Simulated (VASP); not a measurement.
# Gd (P6_3/mmc) in VASP: a series of runs, part 2 of 2

VASP 6.6.1. The steps go on from the part before.

**4. Single point, PBE, collinear spin, antiferromagnetic start**

This run uses another cell than the first one, of 32.85 Å³/atom.

INCAR reads:

```
SYSTEM = Gd
PREC = Accurate
ENCUT = 520
EDIFF = 1E-6
ISMEAR = 0
SIGMA = 0.05
LREAL = .FALSE.
LASPH = .TRUE.
NELM = 150
ALGO = Normal
ISIF = 2
LWAVE = .FALSE.
LCHARG = .FALSE.
ISPIN = 2
MAGMOM = 7.98 -7.98
LORBIT = 11
LMAXMIX = 6
GGA = PE
NBANDS = 29
```

KPOINTS reads:

```
Automatic mesh
0
G
  14 14 8
  0 0 0
```

POSCAR reads:

```
Gd
1.0
    3.6173041143      0.0000000000      0.0000000000
   -1.8086520572      3.1326772562      0.0000000000
    0.0000000000      0.0000000000      5.7982831588
Gd
2
Direct
    0.3333333333      0.6666666667      0.7500000000
    0.6666666667      0.3333333333      0.2500000000
```

Command:

```console
cat potpaw_PBE.64/Gd/POTCAR > POTCAR
mpirun -np 1 vasp_std > vasp.out
```

It took 24 min on 1 thread of Intel Xeon Platinum 8488C (Sapphire Rapids), shared host; peak memory 0.48 GiB.

Results (log left out):

| Item | Value |
| --- | --- |
| Free energy | -23.4268 eV |
| Pressure | 0.0 GPa |
| Band gap on the k mesh | zero (filled and empty bands overlap) |
| Net moment | 0.00 μB per cell |
| Site moments | Gd +6.94, -6.94 μB |
| Valence electrons inside the program's atomic spheres | Gd 15.21 |

Levels at points of the mesh, in eV from the Fermi level:
Spin up:
```tsv
k point	band 15	band 16	band 17	band 18	band 19	band 20	band 21	band 22
(0.00, 0.00, 0.00)	-4.65	-4.65	-1.94	0.49	0.53	0.63	0.63	0.71
(0.50, 0.00, 0.00)	-4.62	-1.81	-1.10	-0.93	0.33	0.58	0.63	0.67
(0.00, 0.00, 0.50)	-4.65	-3.45	-2.74	0.22	0.50	0.65	0.65	0.76
(0.50, 0.00, 0.50)	-4.62	-1.92	-1.63	-0.26	0.41	0.52	0.63	0.67
```
Spin down:
| k point | band 16 | band 17 | band 18 | band 19 | band 20 | band 21 |
| --- | --- | --- | --- | --- | --- | --- |
| (0.00, 0.00, 0.00) | -4.65 | -1.94 | 0.49 | 0.53 | 0.63 | 0.63 |
| (0.50, 0.00, 0.00) | -1.81 | -1.10 | -0.93 | 0.33 | 0.58 | 0.63 |
| (0.00, 0.00, 0.50) | -3.45 | -2.74 | 0.22 | 0.50 | 0.65 | 0.65 |
| (0.50, 0.00, 0.50) | -1.92 | -1.63 | -0.26 | 0.41 | 0.52 | 0.63 |

Caveat: spin-orbit coupling is left out, which moves the levels of the heavy elements; semilocal functionals describe open f shells poorly, which spoils levels, moments and volumes.

**5. Single point, PBE, collinear spin, ferromagnetic start**

INCAR reads:

```
ALGO = Normal
EDIFF = 1E-6
ENCUT = 520
GGA = PE
ISIF = 2
ISMEAR = 0
ISPIN = 2
LASPH = True
LCHARG = False
LMAXMIX = 6
LORBIT = 11
LREAL = False
LWAVE = False
MAGMOM = 7 7
NBANDS = 29
NELM = 150
PREC = Accurate
SIGMA = 0.05
```

KPOINTS reads:

```
k-points
0
Gamma
  14 14 8
```

POSCAR reads:

```
Gd
1.0
    3.6464664365      0.0000000000      0.0000000000
   -1.8232332183      3.1579325681      0.0000000000
    0.0000000000      0.0000000000      5.8308383863
Gd
2
Direct
    0.3333333333      0.6666666667      0.7500000000
    0.6666666667      0.3333333333      0.2500000000
```

Potentials or basis: VASP PAW PBE potentials, release 64 (Gd).

Command:

```console
cat potpaw_PBE.64/Gd/POTCAR > POTCAR
mpirun -np 1 vasp_std > vasp.out
```

OUTCAR:

```text
EDIFF = 1E-6
   ENCUT = 520
   GGA = PE
   ISIF = 2
   ISMEAR = 0
   ISPIN = 2
   LASPH = True
   LORBIT = 11
   LREAL = False
   NELM = 150
   PREC = Accurate

 ion  position               nearest neighbor table
   1  0.333  0.667  0.750-
   2  0.667  0.333  0.250-

  LATTYP: Found a hexagonal cell.
 ALAT       =     3.6464664365
 C/A-ratio  =     1.5990379969

  Lattice vectors:

 A1 = (   3.6464664365,   0.0000000000,   0.0000000000)
 A2 = (  -1.8232332183,   3.1579325681,   0.0000000000)
 A3 = (   0.0000000000,   0.0000000000,   5.8308383863)

Analysis of symmetry for initial positions (statically):
=====================================================================
 Subroutine PRICEL returns:
 Original cell was already a primitive cell.

 Routine SETGRP: Setting up the symmetry group for a
 hexagonal supercell.

 Subroutine GETGRP returns: Found 24 space group operations
 (whereof 12 operations were pure point group operations)
 out of a pool of 24 trial point group operations.

The static configuration has the point symmetry D_3d.
 The point group associated with its full space group is D_6h.

Analysis of symmetry for dynamics (positions and initial velocities):
=====================================================================
 Subroutine PRICEL returns:
 Original cell was already a primitive cell.

 Routine SETGRP: Setting up the symmetry group for a
 hexagonal supercell.

 Subroutine GETGRP returns: Found 24 space group operations
 (whereof 12 operations were pure point group operations)
 out of a pool of 24 trial point group operations.

The dynamic configuration has the point symmetry D_3d.
 The point group associated with its full space group is D_6h.

Analysis of structural, dynamic, and magnetic symmetry:
[... 145 lines left out ...]
  energy-cutoff  :      520.00
  volume of cell :       67.14
 maximum number of plane-waves:      1824
 NGX is ok and might be reduce to    28
   NGX = 13   NGY = 13   NGZ = 21

 number of electron      36.0000010 magnetization      15.3821698

 Free energy of the ion-electron system (eV)
  ---------------------------------------------------
  ext. energy  EPLUGINS =         0.00000000
  ---------------------------------------------------
  free energy    TOTEN  =       -23.41505788 eV

  energy without entropy =      -23.41105471  energy(sigma->0) =      -23.41305629

 E-fermi :   2.9016     XC(G=0):  -9.9062

 val. band max:        2.8949414817   @ k =   0.3571   0.2857   0.1250
 cond. band min:       2.9041280748   @ k =   0.2857   0.2857   0.3750
 fundamental gap:      0.0091865931
 Fermi energy:         2.9015552949

 spin component 1

 k-point     1 :       0.0000    0.0000    0.0000
  band No.  band energies     occupation
      1     -42.4578      1.00000
      2     -42.3944      1.00000
      3     -20.1744      1.00000
      4     -19.5895      1.00000
      5     -19.5895      1.00000
      6     -19.4908      1.00000
[... 757 lines left out ...]
     28       3.6340      0.00000
     29       4.9412      0.00000

 [... further k-points ...]

 spin component 2

 k-point     1 :       0.0000    0.0000    0.0000
  band No.  band energies     occupation
      1     -39.2034      1.00000
      2     -39.1235      1.00000
      3     -17.9130      1.00000
      4     -17.1965      1.00000
      5     -17.1965      1.00000
      6     -17.0803      1.00000
[... 757 lines left out ...]
     28       4.8565      0.00000
     29       5.9561      0.00000

 [... further k-points ...]
[... 5 lines left out ...]
  --------------------------------------------------------------------------------------
  -------------------------------------------------------------------------------------
  Total       -0.0652824     -0.0652824     -0.0776299      0.0000000      0.0000000      0.0000000
  in kB       -1.5577606     -1.5577606     -1.8523942      0.0000000      0.0000000      0.0000000
  external PRESSURE =      -1.6559718 kB  Pullay stress =       0.0000000 kB

 VOLUME and BASIS-vectors are now :
 -----------------------------------------------------------------------------
  energy-cutoff  :      520.00
  volume of cell :       67.14
      direct lattice vectors                 reciprocal lattice vectors
     3.646466436  0.000000000  0.000000000     0.274238093  0.158331437  0.000000000
    -1.823233218  3.157932568  0.000000000     0.000000000  0.316662873  0.000000000
     0.000000000  0.000000000  5.830838386     0.000000000  0.000000000  0.171501924

 POSITION                                       TOTAL-FORCE (eV/Angst)
 -----------------------------------------------------------------------------------
     -0.00000      2.10529      4.37313        -0.000000      0.000000      0.000000
      1.82323      1.05264      1.45771         0.000000      0.000000      0.000000
 -----------------------------------------------------------------------------------
    total drift:                               -0.000000      0.000000     -0.000000

  FREE ENERGIE OF THE ION-ELECTRON SYSTEM (eV)
  ---------------------------------------------------
  free  energy   TOTEN  =       -23.4150578759 eV

  energy  without entropy=      -23.4110547100  energy(sigma->0) =      -23.41305629

 total charge

# of ion       s       p       d       f       tot
--------------------------------------------------
    1        2.073   5.568   0.568   6.975  15.184
    2        2.073   5.568   0.568   6.975  15.184
--------------------------------------------------
tot          4.145  11.136   1.136  13.950  30.367

 magnetization (x)

# of ion       s       p       d       f       tot
--------------------------------------------------
    1        0.004  -0.051   0.231   6.830   7.015
    2        0.004  -0.051   0.231   6.830   7.015
--------------------------------------------------
tot          0.008  -0.101   0.463  13.661  14.030
```

OSZICAR:

```text
N       E                     dE             d eps       ncg     rms          rms(c)
DAV:   1     0.262051066122E+03    0.26205E+03   -0.12108E+04 19131   0.614E+03
DAV:   2     0.436772120378E+02   -0.21837E+03   -0.19513E+03 19762   0.421E+02
[... 25 lines left out ...]
DAV:  28    -0.234150832395E+02    0.71329E-04   -0.15292E-04 25668   0.267E-01    0.206E-01
DAV:  29    -0.234150861994E+02   -0.29599E-05   -0.45932E-05 25224   0.296E-01    0.402E-01
DAV:  30    -0.234150890491E+02   -0.28498E-05   -0.17742E-06 16188   0.606E-02    0.398E-01
DAV:  31    -0.234150558229E+02    0.33226E-04   -0.69762E-05 20733   0.232E-01    0.126E-01
DAV:  32    -0.234150582507E+02   -0.24277E-05   -0.14725E-05 18665   0.533E-02    0.220E-01
DAV:  33    -0.234150578759E+02    0.37479E-06   -0.19013E-06  9555   0.465E-02
   1 F= -.23415058E+02 E0= -.23413056E+02  d E =-.400317E-02  mag=    15.3827
```

stdout:

```text
POSCAR found type information on POSCAR Gd
 POSCAR found :  1 types and       2 ions
 scaLAPACK will be used
 LDA part: xc-table for (Slater+PW92), standard interpolation
 POSCAR, INCAR and KPOINTS ok, starting setup
 FFT: planning ... GRIDC
 FFT: planning ... GRID_SOFT
 FFT: planning ... GRID
 WAVECAR not read
 entering main loop
```

Wall time 10 min (1 thread of Intel Xeon 6975P-C (Granite Rapids), shared host); peak memory 0.48 GiB.

Results:

* Free energy: -23.4151 eV
* Pressure: -0.2 GPa
* Net moment: 15.38 μB per cell
* Site moments: Gd +7.01 μB
* Valence electrons inside the program's atomic spheres: Gd 15.18

Levels at points of the mesh, in eV from the Fermi level:
Spin up:
```csv
k point,band 24,band 25,band 26,band 27,band 28,band 29
"(0.00, 0.00, 0.00)",-2.50,0.93,1.31,1.31,1.42,1.91
"(0.50, 0.00, 0.00)",-1.73,-1.29,-0.15,1.02,1.07,1.70
"(0.00, 0.00, 0.50)",-3.62,0.43,0.43,1.23,1.23,1.23
"(0.50, 0.00, 0.50)",-2.16,-0.49,-0.49,1.40,1.40,2.53
```
Spin down:
```tsv
k point	band 8	band 9	band 10	band 11	band 12	band 13
(0.00, 0.00, 0.00)	-19.98	-4.13	-1.39	0.30	0.33	0.37
(0.50, 0.00, 0.00)	-20.07	-1.03	-0.86	-0.56	0.33	0.39
(0.00, 0.00, 0.50)	-20.04	-2.61	-2.61	0.22	0.22	0.41
(0.50, 0.00, 0.50)	-20.18	-1.30	-1.30	0.21	0.21	0.41
```

Caveat: spin-orbit coupling is left out, which moves the levels of the heavy elements; semilocal functionals describe open f shells poorly, which spoils levels, moments and volumes.

**6. Overview**

```tsv
spin	cell	k mesh	cutoff (eV)	gap on the mesh (eV)	pressure (GPa)	moment (μB)
collinear, ferromagnetic start	a = 3.646, b = 3.646, c = 5.831 Å, angles 90.0, 90.0, 120.0°, 2 atoms, atomic positions A	14 × 14 × 8	520	none	-0.2	15.38
collinear, antiferromagnetic start	a = 3.646, b = 3.646, c = 11.662 Å, angles 90.0, 90.0, 120.0°, 4 atoms, atomic positions B	14 × 14 × 4	600	none	0.0	0.00
collinear, antiferromagnetic start	a = 3.617, b = 3.617, c = 5.798 Å, angles 90.0, 90.0, 120.0°, 2 atoms, atomic positions A	14 × 14 × 8	520	none	0.0	0.00
```

Alike in all rows: task single point; level PBE; potentials or basis VASP PAW PBE potentials, release 64 (Gd); smearing gaussian 0.05 eV.

Caveats: spin-orbit coupling is left out, which moves the levels of the heavy elements; semilocal functionals describe open f shells poorly, which spoils levels, moments and volumes.

Absolute energies hang on the potentials; compare differences alone.
